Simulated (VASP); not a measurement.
# Se (Im-3m) in VASP: further runs, part 2 of 2

VASP 6.6.1.

**3. Single point, r2SCAN**

Contents of POSCAR:

```
Se
1.0
   -1.7034486149      1.7034486149      1.7034486149
    1.7034486149     -1.7034486149      1.7034486149
    1.7034486149      1.7034486149     -1.7034486149
Se
1
Direct
    0.0000000000      0.0000000000      0.0000000000
```

Contents of INCAR.step1:

```
SYSTEM = Se
ALGO     = Normal         ! electronic algorithm
EDIFF    = 1E-4           ! SCF threshold, eV
ENCUT    = 520            ! plane-wave cutoff, eV
GGA      = PE             ! functional
ISMEAR   = 0              ! smearing method
LASPH    = .TRUE.         ! aspherical terms in the spheres
LCHARG   = .FALSE.        ! write CHGCAR
LREAL    = .FALSE.        ! projectors in reciprocal space
LWAVE    = .TRUE.         ! write WAVECAR
NBANDS   = 9              ! bands
NELM     = 100            ! most SCF steps
PREC     = Accurate       ! precision mode
SIGMA    = 0.1            ! smearing width, eV
```

Contents of INCAR.step2:

```
SYSTEM = Se
ALGO     = Normal         ! electronic algorithm
EDIFF    = 1E-6           ! SCF threshold, eV
ENCUT    = 520            ! plane-wave cutoff, eV
ISIF     = 2              ! what is computed and relaxed
ISMEAR   = 0              ! smearing method
ISTART   = 1            
LASPH    = .TRUE.         ! aspherical terms in the spheres
LCHARG   = .TRUE.         ! write CHGCAR
LELF     = .TRUE.         ! ELF
LMIXTAU  = .TRUE.       
LREAL    = .FALSE.        ! projectors in reciprocal space
LVHAR    = .TRUE.       
LWAVE    = .FALSE.        ! write WAVECAR
METAGGA  = R2SCAN         ! meta-GGA
NBANDS   = 9              ! bands
NELM     = 100            ! most SCF steps
PREC     = Accurate       ! precision mode
SIGMA    = 0.1            ! smearing width, eV
```

Contents of KPOINTS:

```
k-points
0
G
  10 10 10
  0 0 0
```

Potentials or basis: VASP PAW PBE potentials, release 64 (Se).

Run with:

```console
$ cat potpaw_PBE.64/Se/POTCAR > POTCAR
$ cp INCAR.step1 INCAR
$ mpirun -np 1 vasp_std > vasp.out
$ cp INCAR.step2 INCAR
$ mpirun -np 1 vasp_std > vasp.out
```

OUTCAR:

```text
SYSTEM = Se
   EDIFF = 1E-6
   ENCUT = 520
   ISIF = 2
   ISMEAR = 0
   ISTART = 1
   LASPH = .TRUE.
   LREAL = .FALSE.
   METAGGA = R2SCAN
   NELM = 100
   PREC = Accurate

 ion  position               nearest neighbor table
   1  0.000  0.000  0.000-

  LATTYP: Found a body centered cubic cell.
 ALAT       =     3.4068972298

  Lattice vectors:

 A1 = (  -1.7034486149,   1.7034486149,   1.7034486149)
 A2 = (   1.7034486149,  -1.7034486149,   1.7034486149)
 A3 = (   1.7034486149,   1.7034486149,  -1.7034486149)

Analysis of symmetry for initial positions (statically):
=====================================================================
 Subroutine PRICEL returns:
 Original cell was already a primitive cell.

 Routine SETGRP: Setting up the symmetry group for a
 body centered cubic supercell.

 Subroutine GETGRP returns: Found 48 space group operations
 (whereof 48 operations were pure point group operations)
 out of a pool of 48 trial point group operations.

The static configuration has the point symmetry O_h .

Analysis of symmetry for dynamics (positions and initial velocities):
=====================================================================
 Subroutine PRICEL returns:
 Original cell was already a primitive cell.

 Routine SETGRP: Setting up the symmetry group for a
 body centered cubic supercell.

 Subroutine GETGRP returns: Found 48 space group operations
 (whereof 48 operations were pure point group operations)
 out of a pool of 48 trial point group operations.

The dynamic configuration has the point symmetry O_h .

 Subroutine INISYM returns: Found 48 space group operations
 (whereof 48 operations are pure point group operations),
 and found     1 'primitive' translations

----------------------------------------------------------------------------------------

                                     Primitive cell

[... 111 lines left out ...]
  Thomas-Fermi vector in A             =   2.236533
   LORBIT       =      0    0 simple, 1 ext, 2 COOP (PROOUT), +10 PAW based schemes
   METAGGA = R2SCAN    functional components
   LHFCALC =     F    Hartree Fock is set to
   AEXX    =    0.0000 exact exchange contribution
   IVDW    =     0    specifies the selected vdW correction
   LEPSILON=     F    determine dielectric tensor
   LRPA    =     F    only Hartree local field effects (RPA)
 non-spin polarized calculation
 Gauss-broadening in eV      SIGMA  =   0.10
  energy-cutoff  :      520.00
  volume of cell :       19.77
 maximum number of plane-waves:       555
 NGX is ok and might be reduce to    24
   NGX = 11   NGY = 11   NGZ = 11

 number of electron       6.0000000 magnetization

 Free energy of the ion-electron system (eV)
  ---------------------------------------------------
  ext. energy  EPLUGINS =         0.00000000
  ---------------------------------------------------
  free energy    TOTEN  =       -13.55724659 eV

  energy without entropy =      -13.54909953  energy(sigma->0) =      -13.55317306

 E-fermi :   5.5105     XC(G=0): -11.2441

 val. band max:        5.5020589401   @ k =  -0.4000   0.4000   0.2000
 cond. band min:       5.5247348061   @ k =  -0.3000   0.3000   0.2000
 fundamental gap:      0.0226758660
 Fermi energy:         5.5105125241

 k-point     1 :       0.0000    0.0000    0.0000
  band No.  band energies     occupation
      1     -11.4202      2.00000
      2       8.8574      0.00000
      3       8.8574      0.00000
      4       8.8574      0.00000
      5      18.4914      0.00000
      6      18.6228      0.00000
      7      18.6228      0.00000
      8      18.6228      0.00000
      9      22.1107      0.00000
[... 265 lines left out ...]
 k-point    24 :      -0.3000    0.3000    0.1000
  band No.  band energies     occupation
      1      -9.2809      2.00000
      2       2.1339      2.00000
      3       5.9293      0.00000
      4       7.3787      0.00000
      5      15.1114      0.00000
      6      16.4027      0.00000
      7      18.5669      0.00000
      8      24.1736      0.00000
      9      24.7877      0.00000

 [... further k-points ...]

------------------------ aborting loop because EDIFF is reached ----------------------------------------

  FORCE on cell =-STRESS in cart. coord.  units (eV):
  Direction    XX          YY          ZZ          XY          YZ          ZX
  --------------------------------------------------------------------------------------
  -------------------------------------------------------------------------------------
  Total        0.2004334      0.2004334      0.2004334     -0.0000000      0.0000000     -0.0000000
  in kB       16.2417752     16.2417752     16.2417752     -0.0000000      0.0000000     -0.0000000
  external PRESSURE =      16.2417752 kB  Pullay stress =       0.0000000 kB

 VOLUME and BASIS-vectors are now :
 -----------------------------------------------------------------------------
  energy-cutoff  :      520.00
  volume of cell :       19.77
      direct lattice vectors                 reciprocal lattice vectors
    -1.703448615  1.703448615  1.703448615     0.000000000  0.293522209  0.293522209
     1.703448615 -1.703448615  1.703448615     0.293522209  0.000000000  0.293522209
     1.703448615  1.703448615 -1.703448615     0.293522209  0.293522209  0.000000000

 POSITION                                       TOTAL-FORCE (eV/Angst)
 -----------------------------------------------------------------------------------
      0.00000      0.00000      0.00000         0.000000     -0.000000      0.000000
 -----------------------------------------------------------------------------------
    total drift:                                0.000000      0.000000      0.000000

  FREE ENERGIE OF THE ION-ELECTRON SYSTEM (eV)
  ---------------------------------------------------
  free  energy   TOTEN  =       -13.5572465876 eV

  energy  without entropy=      -13.5490995272  energy(sigma->0) =      -13.55317306
```

It took 19 s on 1 thread of Intel Xeon Platinum 8375C at 2.90GHz (Ice Lake), shared host; peak memory 0.14 GiB.

Results:

| Property | Result |
| --- | --- |
| Free energy | -13.5572 eV |
| Pressure | 1.6 GPa |
| Band gap on the k mesh | zero (band 3 reaches 8.86 eV, above the bottom of band 4 at 2.08 eV) |

Caveat: the PAW data sets were made with another functional, which shifts forces and pressure a little.

**4. Single point, PBE**

Contents of INCAR:

```
SYSTEM = Se
PREC = Accurate
ENCUT = 520
EDIFF = 1E-6
ISMEAR = 0
SIGMA = 0.1
LREAL = .False.
LASPH = .True.
NELM = 80
ALGO = Normal
ISIF = 2
LWAVE = .False.
LCHARG = .False.
GGA = PE
ISYM = 0
NBANDS = 9
```

Contents of KPOINTS:

```
Automatic mesh
0
Gamma
  6 6 6
  0.53 0.61 0.43
```

POSCAR is that of step 3.

Run with:

```console
$ cat potpaw_PBE.64/Se/POTCAR > POTCAR
$ mpirun -np 1 vasp_std > vasp.out
```

Wall time 2.8 min (1 thread of Intel Xeon Platinum 8375C at 2.90GHz (Ice Lake), shared host); peak memory 0.53 GiB.

It converged, with:

| Item | Value |
| --- | --- |
| Free energy | -2.9260 eV |
| Pressure | 3.0 GPa |
| Band gap on the k mesh | zero (band 3 reaches 8.48 eV, above the bottom of band 4 at 2.25 eV) |

Levels at points of the mesh, in eV from the Fermi level:
| k point | band 1 | band 2 | band 3 | band 4 | band 5 | band 6 | band 7 |
| --- | --- | --- | --- | --- | --- | --- | --- |
| (-0.08, -0.07, 0.07) | -15.92 | 2.37 | 2.85 | 2.86 | 12.43 | 12.48 | 12.69 |

Caveat: the k points lie up to 0.43 Å⁻¹ apart.
